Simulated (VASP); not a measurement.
# Sb (Pmma) in VASP: notebook

Sb is run at these levels: PBE; tasks: single point.

Program: VASP 6.6.1. These are calculated values, not measurements. Logs are shortened: lines on timing, memory, paths and dates and some standing lists are left out, and cuts for length are marked.

### Step 1. The cell of the first run

The typed cell holds 8 atoms: a = 12.223 Å, b = 4.303 Å, c = 4.303 Å, α = 90.00°, β = 90.00°, γ = 90.00°.

### Step 2. Single point, PBE (volume scaled by 0.88, then relaxed in part)

Contents of INCAR:

```
SYSTEM = Sb
PREC     = Accurate       ! precision mode
ENCUT    = 520            ! plane-wave cutoff, eV
EDIFF    = 1E-6           ! SCF threshold, eV
ISMEAR   = 0              ! smearing method
SIGMA    = 0.1            ! smearing width, eV
LREAL    = .False.        ! projectors in reciprocal space
LASPH    = .True.         ! aspherical terms in the spheres
NELM     = 100            ! most SCF steps
ALGO     = Normal         ! electronic algorithm
ISIF     = 2              ! what is computed and relaxed
LWAVE    = .False.        ! write WAVECAR
LCHARG   = .False.        ! write CHGCAR
GGA      = PE             ! functional
NBANDS   = 30             ! bands
```

Contents of KPOINTS:

```
Automatic mesh
0
Gamma
  4 8 8
  0 0 0
```

Contents of POSCAR:

```
Sb
1.0
   12.2225518604      0.0000000000      0.0000000000
    0.0000000000      4.3027019538      0.0000000000
    0.0000000000      0.0000000000      4.3027301765
Sb
8
Direct
    0.8673729329      0.0000000000     -0.0002710207
    0.1173716538      0.5000000000      0.5001406619
    0.3673729329      0.0000000000      1.0002710207
    0.6173716538      0.5000000000      0.4998593381
    0.8826283462      0.5000000000      0.4998593381
    0.1326270671      0.0000000000      1.0002710207
    0.3826283462      0.5000000000      0.5001406619
    0.6326270671      0.0000000000     -0.0002710207
```

Potentials or basis: VASP PAW PBE potentials, release 64 (Sb).

Run with:

```console
cat potpaw_PBE.64/Sb/POTCAR > POTCAR
mpirun -np 1 vasp_std > vasp.out
```

OUTCAR:

```text
SYSTEM = Sb
   PREC = Accurate
   ENCUT = 520
   EDIFF = 1E-6
   ISMEAR = 0
   LREAL = .False.
   LASPH = .True.
   NELM = 100
   ISIF = 2
   GGA = PE

 ion  position               nearest neighbor table
   1  0.867  0.000  1.000-   8 2.87   5 3.05   5 3.05   5 3.05   5 3.05   6 3.24
   2  0.117  0.500  0.500-   5 2.87   6 3.05   6 3.05   6 3.05   6 3.05   7 3.24
   3  0.367  0.000  0.000-   6 2.87   7 3.05   7 3.05   7 3.05   7 3.05   8 3.24
   4  0.617  0.500  0.500-   7 2.87   8 3.05   8 3.05   8 3.05   8 3.05   5 3.24
   5  0.883  0.500  0.500-   2 2.87   1 3.05   1 3.05   1 3.05   1 3.05   4 3.24
   6  0.133  0.000  0.000-   3 2.87   2 3.05   2 3.05   2 3.05   2 3.05   1 3.24
   7  0.383  0.500  0.500-   4 2.87   3 3.05   3 3.05   3 3.05   3 3.05   2 3.24
   8  0.633  0.000  1.000-   1 2.87   4 3.05   4 3.05   4 3.05   4 3.05   3 3.24

  LATTYP: Found a simple tetragonal cell.
 ALAT       =     4.3027019538
 C/A-ratio  =     2.8406689544

  Lattice vectors:

 A1 = (   0.0000000000,   4.3027019538,   0.0000000000)
 A2 = (   0.0000000000,   0.0000000000,   4.3027301765)
 A3 = (  12.2225518604,   0.0000000000,   0.0000000000)

Analysis of symmetry for initial positions (statically):
=====================================================================
 Subroutine PRICEL returns:
 Original cell was already a primitive cell.

 Routine SETGRP: Setting up the symmetry group for a
 simple tetragonal supercell.

 Subroutine GETGRP returns: Found  8 space group operations
 (whereof  4 operations were pure point group operations)
 out of a pool of 16 trial point group operations.

The static configuration has the point symmetry C_2h.
 The point group associated with its full space group is D_2h.

Analysis of symmetry for dynamics (positions and initial velocities):
=====================================================================
 Subroutine PRICEL returns:
 Original cell was already a primitive cell.

 Routine SETGRP: Setting up the symmetry group for a
 simple tetragonal supercell.

 Subroutine GETGRP returns: Found  8 space group operations
 (whereof  4 operations were pure point group operations)
 out of a pool of 16 trial point group operations.

The dynamic configuration has the point symmetry C_2h.
 The point group associated with its full space group is D_2h.

 Subroutine INISYM returns: Found  8 space group operations
 (whereof  4 operations are pure point group operations),
 and found     1 'primitive' translations

----------------------------------------------------------------------------------------

                                     Primitive cell

  volume of cell :     226.2806

  direct lattice vectors                    reciprocal lattice vectors
    12.222551860  0.000000000  0.000000000     0.081815975  0.000000000  0.000000000
     0.000000000  4.302701954  0.000000000     0.000000000  0.232412101  0.000000000
     0.000000000  0.000000000  4.302730176     0.000000000  0.000000000  0.232410576

  length of vectors
    12.222551860  4.302701954  4.302730176     0.081815975  0.232412101  0.232410576

  position of ions in fractional coordinates (direct lattice)
     0.867372933  0.000000000  0.999728979
     0.117371654  0.500000000  0.500140662
     0.367372933  0.000000000  0.000271021
     0.617371654  0.500000000  0.499859338
     0.882628346  0.500000000  0.499859338
     0.132627067  0.000000000  0.000271021
     0.382628346  0.500000000  0.500140662
     0.632627067  0.000000000  0.999728979

  ion indices of the primitive-cell ions
   primitive index   ion index
                 1           1
                 2           2
                 3           3
                 4           4
                 5           5
                 6           6
                 7           7
                 8           8

----------------------------------------------------------------------------------------

 KPOINTS: Automatic mesh

Automatic generation of k-mesh.
 Grid dimensions read from file:
 generate k-points for:    4    8    8

 Generating k-lattice:

  Cartesian coordinates                     Fractional coordinates (reciprocal lattice)
     0.020453994  0.000000000  0.000000000     0.250000000  0.000000000  0.000000000
     0.000000000  0.029051513  0.000000000     0.000000000  0.125000000  0.000000000
     0.000000000  0.000000000  0.029051322     0.000000000  0.000000000  0.125000000

  Length of vectors
     0.020453994  0.029051513  0.029051322

  Shift w.r.t. Gamma in fractional coordinates (k-lattice)
     0.000000000  0.000000000  0.000000000

 Subroutine IBZKPT returns following result:
 ===========================================

 Found     75 irreducible k-points:

 Following reciprocal coordinates:
            Coordinates               Weight
  0.000000  0.000000  0.000000      1.000000
  0.250000  0.000000  0.000000      2.000000
  0.500000  0.000000  0.000000      1.000000
  0.000000  0.125000  0.000000      2.000000
  0.000000  0.000000  0.125000      2.000000
  0.250000  0.125000  0.000000      4.000000
[... 16 lines left out ...]
  0.000000  0.000000  0.500000      1.000000
  0.250000  0.500000  0.000000      2.000000
 [... further k-points ...]
   k-points           NKPTS =     75   k-points in BZ     NKDIM =     75   number of bands    NBANDS=     30
   number of dos      NEDOS =    301   number of ions     NIONS =      8
   total plane-waves  NPLWV =  98304
   dimension x,y,z NGX =    96 NGY =   32 NGZ =   32
   dimension x,y,z NGXF=   192 NGYF=   64 NGZF=   64
   ions per type =               8
   NGX,Y,Z   is equivalent  to a cutoff of  13.06, 12.36, 12.36 a.u.
   NGXF,Y,Z  is equivalent  to a cutoff of  26.12, 24.73, 24.73 a.u.
 SYSTEM =  Sb
   PREC   = accura    normal or accurate (medium, high low for compatibility)
   ISTART =      0    job   : 0-new  1-cont  2-samecut
   ICHARG =      2    charge: 1-file 2-atom 10-const
   ISPIN  =      1    spin polarized calculation?
   LNONCOLLINEAR =      F non collinear calculations
   LSORBIT =      F    spin-orbit coupling
   LASPH  =      T    aspherical Exc in radial PAW
   ENCUT  =  520.0 eV  38.22 Ry    6.18 a.u.  22.73  8.00  8.00*2*pi/ulx,y,z
   NELM   =    100;   NELMIN=  2; NELMDL= -5     # of ELM steps
   EDIFF  = 0.1E-05   stopping-criterion for ELM
   LREAL  =      F    real-space projection
   EDIFFG = 0.1E-04   stopping-criterion for IOM
   NSW    =      0    number of steps for IOM
   IBRION =     -1    ionic relax: 0-MD 1-quasi-New 2-CG
   NFREE  =      0    steps in history (QN), initial steepest desc. (CG)
   ISIF   =      2    stress and relaxation
   ISYM   =      2    0-nonsym 1-usesym 2-fastsym
   POTIM  = 0.5000    time-step for ionic-motion
   TEBEG  =    0.0;   TEEND  =   0.0 temperature during run
   PSTRESS=    0.0 pullay stress
   NELECT =      40.0000    total number of electrons
   NUPDOWN=      -1.0000    fix difference up-down
   EMIN   =  10.00;   EMAX   =-10.00  energy-range for DOS
   EFERMI =   0.00;   METHOD = LEGACY
   ISMEAR =     0;   SIGMA  =   0.10  broadening in eV -4-tet -1-fermi 0-gaus
   EFERMI_NEDOS =   21; number of points for ismear=-14 and -15
   IALGO  =     38    algorithm
   IMIX   =      4    mixing-type and parameters
     AMIX     =   0.40;   BMIX     =  1.00
     AMIX_MAG =   1.60;   BMIX_MAG =  1.00
  volume/ion in A,a.u.               =      28.29       190.88
  Fermi-wavevector in a.u.,A,eV,Ry     =   0.918782  1.736246 11.485495  0.844160
  Thomas-Fermi vector in A             =   2.043902
   LORBIT       =      0    0 simple, 1 ext, 2 COOP (PROOUT), +10 PAW based schemes
   GGA     = PE    functional components
   LHFCALC =     F    Hartree Fock is set to
   AEXX    =    0.0000 exact exchange contribution
   IVDW    =     0    specifies the selected vdW correction
   LEPSILON=     F    determine dielectric tensor
   LRPA    =     F    only Hartree local field effects (RPA)
 non-spin polarized calculation
 Gauss-broadening in eV      SIGMA  =   0.10
  energy-cutoff  :      520.00
  volume of cell :      226.28
 maximum number of plane-waves:      6148
 NGX is ok and might be reduce to    96
   NGX = 45   NGY = 17   NGZ = 17

 number of electron      40.0000001 magnetization

 Free energy of the ion-electron system (eV)
  ---------------------------------------------------
  ext. energy  EPLUGINS =         0.00000000
  ---------------------------------------------------
  free energy    TOTEN  =       -32.64623243 eV

  energy without entropy =      -32.63991716  energy(sigma->0) =      -32.64307480

 E-fermi :   7.8474     XC(G=0):  -9.8420

 val. band max:        7.8284100871   @ k =   0.5000   0.0000   0.3750
 cond. band min:       7.9096833619   @ k =   0.2500   0.2500   0.2500
 fundamental gap:      0.0812732749
 Fermi energy:         7.8474417034

 k-point     1 :       0.0000    0.0000    0.0000
  band No.  band energies     occupation
      1      -5.0158      2.00000
      2      -4.0870      2.00000
      3      -4.0869      2.00000
      4      -2.3497      2.00000
      5       0.0658      2.00000
      6       1.4110      2.00000
[... 22 lines left out ...]
     29      12.0892      0.00000
     30      12.0893      0.00000

 k-point     2 :       0.2500    0.0000    0.0000
  band No.  band energies     occupation
      1      -4.9562      2.00000
      2      -4.4863      2.00000
      3      -3.5978      2.00000
      4      -2.5705      2.00000
      5       0.2134      2.00000
      6       0.9311      2.00000
[... 22 lines left out ...]
     29      11.6694      0.00000
     30      12.1327      0.00000

 k-point     3 :       0.5000    0.0000    0.0000
  band No.  band energies     occupation
      1      -4.7786      2.00000
      2      -4.7786      2.00000
      3      -3.0591      2.00000
      4      -3.0591      2.00000
      5       0.5335      2.00000
      6       0.5335      2.00000
[... 22 lines left out ...]
     29      11.7200      0.00000
     30      11.7200      0.00000

 k-point     4 :       0.0000    0.1250    0.0000
  band No.  band energies     occupation
      1      -4.8965      2.00000
      2      -3.9686      2.00000
      3      -3.9686      2.00000
      4      -2.2276      2.00000
      5      -0.2860      2.00000
      6       0.9373      2.00000
[... 22 lines left out ...]
     29      11.2834      0.00000
     30      11.3703      0.00000

 k-point     5 :       0.0000    0.0000    0.1250
  band No.  band energies     occupation
      1      -4.8965      2.00000
      2      -3.9686      2.00000
      3      -3.9686      2.00000
      4      -2.2276      2.00000
      5      -0.2860      2.00000
      6       0.9373      2.00000
[... 22 lines left out ...]
     29      11.2833      0.00000
     30      11.3700      0.00000
[... 526 lines left out ...]
     29      10.0228      0.00000
     30      10.0228      0.00000

 k-point    22 :       0.0000    0.5000    0.0000
  band No.  band energies     occupation
      1      -3.1641      2.00000
      2      -3.1641      2.00000
      3      -2.5208      2.00000
      4      -2.5207      2.00000
      5      -1.8523      2.00000
      6      -1.8522      2.00000
[... 22 lines left out ...]
     29       9.5730      0.00000
     30       9.5730      0.00000

 k-point    23 :       0.0000    0.0000    0.5000
  band No.  band energies     occupation
      1      -3.1642      2.00000
      2      -3.1641      2.00000
      3      -2.5208      2.00000
      4      -2.5207      2.00000
      5      -1.8523      2.00000
      6      -1.8522      2.00000
[... 22 lines left out ...]
     29       9.5731      0.00000
     30       9.5731      0.00000

 k-point    24 :       0.2500    0.5000    0.0000
  band No.  band energies     occupation
      1      -3.1083      2.00000
      2      -3.1083      2.00000
      3      -2.6995      2.00000
      4      -2.6994      2.00000
      5      -1.5846      2.00000
      6      -1.5845      2.00000
[... 22 lines left out ...]
     29       9.3702      0.00000
     30       9.3702      0.00000

 [... further k-points ...]
[... 5 lines left out ...]
  --------------------------------------------------------------------------------------
  -------------------------------------------------------------------------------------
  Total        6.8406594      6.7767448      6.7763751      0.0000000      0.0000000     -0.0000000
  in kB       48.4352210     47.9826740     47.9800569      0.0000000      0.0000000     -0.0000000
  external PRESSURE =      48.1326506 kB  Pullay stress =       0.0000000 kB

 VOLUME and BASIS-vectors are now :
 -----------------------------------------------------------------------------
  energy-cutoff  :      520.00
  volume of cell :      226.28
      direct lattice vectors                 reciprocal lattice vectors
    12.222551860  0.000000000  0.000000000     0.081815975  0.000000000  0.000000000
     0.000000000  4.302701954  0.000000000     0.000000000  0.232412101  0.000000000
     0.000000000  0.000000000  4.302730176     0.000000000  0.000000000  0.232410576

 POSITION                                       TOTAL-FORCE (eV/Angst)
 -----------------------------------------------------------------------------------
     10.60151      0.00000      4.30156         0.025595     -0.000000      0.000620
      1.43458      2.15135      2.15197         0.025781      0.000000      0.000290
      4.49023      0.00000      0.00117         0.025595     -0.000000     -0.000620
      7.54586      2.15135      2.15076         0.025781     -0.000000     -0.000290
     10.78797      2.15135      2.15076        -0.025781     -0.000000     -0.000290
      1.62104      0.00000      0.00117        -0.025595      0.000000     -0.000620
      4.67669      2.15135      2.15197        -0.025781     -0.000000      0.000290
      7.73232      0.00000      4.30156        -0.025595     -0.000000      0.000620
 -----------------------------------------------------------------------------------
    total drift:                               -0.000000     -0.000000     -0.000000

  FREE ENERGIE OF THE ION-ELECTRON SYSTEM (eV)
  ---------------------------------------------------
  free  energy   TOTEN  =       -32.6462324298 eV

  energy  without entropy=      -32.6399171634  energy(sigma->0) =      -32.64307480
```

It took 9.3 min on 1 thread of Oxide Virtual Turin-like, shared host; peak memory 0.5 GiB.

What came out:

| Quantity | Value |
| --- | --- |
| Free energy | -32.6462 eV |
| Pressure | 4.8 GPa |
| Largest force | 0.026 eV/Å |
| Band gap on the k mesh | zero (band 20 reaches 8.10 eV, above the bottom of band 21 at 7.69 eV) |

Forces on the atoms (eV/Å):
```
Sb   0.026  0.000  0.001
Sb   0.026  0.000  0.000
Sb   0.026  0.000 -0.001
Sb   0.026  0.000  0.000
Sb  -0.026  0.000  0.000
Sb  -0.026  0.000 -0.001
Sb  -0.026  0.000  0.000
Sb  -0.026  0.000  0.001
```

Caveat: spin-orbit coupling is left out, which moves the levels of the heavy elements.

[end of part 1 of 2]
